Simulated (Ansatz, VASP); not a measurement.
## Two plane-wave programs on Cd4Se3S

The input INCAR:

```
PREC     = Accurate       # precision mode
ENCUT    = 520            # plane-wave cutoff, eV
EDIFF    = 1E-6           # SCF threshold, eV
ISMEAR   = 0              # smearing method
SIGMA    = 0.02           # smearing width, eV
LREAL    = False          # projectors in reciprocal space
LASPH    = True           # aspherical terms in the spheres
NELM     = 100            # most SCF steps
ALGO     = Normal         # electronic algorithm
ISIF     = 2              # what is computed and relaxed
LWAVE    = False          # write WAVECAR
LCHARG   = True           # write CHGCAR
GGA      = PE             # functional
LELF     = True           # ELF
LVHAR    = True         
NBANDS   = 46             # bands
```

Contents of KPOINTS:

```
Automatic mesh
0
Gamma
  6 6 6
```

File POSCAR:

```
Cd4Se3S
1.0
   -3.0642918000      3.0642918000      6.1252556000
    3.0642918000     -3.0642918000      6.1252556000
    3.0642918000      3.0642918000     -6.1252556000
Cd Se S
4 3 1
Direct
    0.1206130000      0.1206130000      0.4852210000
    0.8793870000      0.3646080000      0.0000000000
    0.6353920000      0.6353920000      0.5147790000
    0.3646080000      0.8793870000      0.0000000000
    0.5000000000      0.5000000000      0.0000000000
    0.2500000000      0.7500000000      0.5000000000
    0.7500000000      0.2500000000      0.5000000000
    0.0000000000      0.0000000000      0.0000000000
```

Input for Ansatz:

```yaml
crystal:
  lattice:
    - [-3.0642918, 3.0642918, 6.1252556]
    - [3.0642918, -3.0642918, 6.1252556]
    - [3.0642918, 3.0642918, -6.1252556]
  atoms:
    - { symbol: Cd, position: [0.120613, 0.120613, 0.485221] }
    - { symbol: Cd, position: [0.879387, 0.364608, 0.0] }
    - { symbol: Cd, position: [0.635392, 0.635392, 0.514779] }
    - { symbol: Cd, position: [0.364608, 0.879387, 0.0] }
    - { symbol: Se, position: [0.5, 0.5, 0.0] }
    - { symbol: Se, position: [0.25, 0.75, 0.5] }
    - { symbol: Se, position: [0.75, 0.25, 0.5] }
    - { symbol: S, position: [0.0, 0.0, 0.0] }
basis:
  ecutwfc: 420
kpoints:
  mp_grid: { grid: [6, 6, 6] }
  band_path:
    path:
      - [[0.0, 0.0, 0.0], [0.0, 0.0, 0.5], [0.25, 0.25, 0.25], [0.0, 0.5, 0.0], [0.0, 0.0, 0.0], [0.5, 0.5, -0.5], [0.31256793, 0.68743207, -0.31256793]]
      - [[-0.31256793, 0.31256793, 0.31256793], [0.0, 0.0, 0.0]]
      - [[0.0, 0.0, 0.5], [-0.12513587, 0.12513587, 0.5]]
      - [[0.5, 0.5, -0.12513587], [0.5, 0.5, -0.5]]
    npoints: 14
hamiltonian:
  xc: pbe
scf:
  occupations: { method: gaussian, width: 0.02 }
  n_extra_bands: 20
output:
  forces: true
  stress: true
  eigenvalues: true
  populations: true
  dos: { projected: true, de: 0.02, nscf_kmesh: { grid: [9, 9, 9] } }
  bader: true
  write_density: true
  write_potential: true
  elf: true
  volumetric_format: npy
```

Alike in both runs: task single point; functional PBE; k mesh 6 × 6 × 6; occupations gaussian, width 0.02 eV; no spin polarisation.

|  | VASP | Ansatz |
| --- | --- | --- |
| version | VASP 6.6.1 | Ansatz 0.2.0 |
| potentials or method | VASP PAW PBE potentials, release 64 (Cd, Se, S), cutoff 520 eV | scalar-relativistic, plane waves, PAW |
| valence electrons in the cell | 72 | 134 |

Ansatz gave:

- gap on the k mesh at the Fermi level (eV): 0.61
- least direct gap on the mesh (eV): 0.61
- pressure (GPa): 0.0

Which values does VASP return?

gap on the k mesh at the Fermi level (eV): 0.61; least direct gap on the mesh (eV): 0.61; pressure (GPa): 0.3.

VASP's potentials hold 72 valence electrons a cell and Ansatz's 134, so a difference there can come from the potentials and not from the codes.
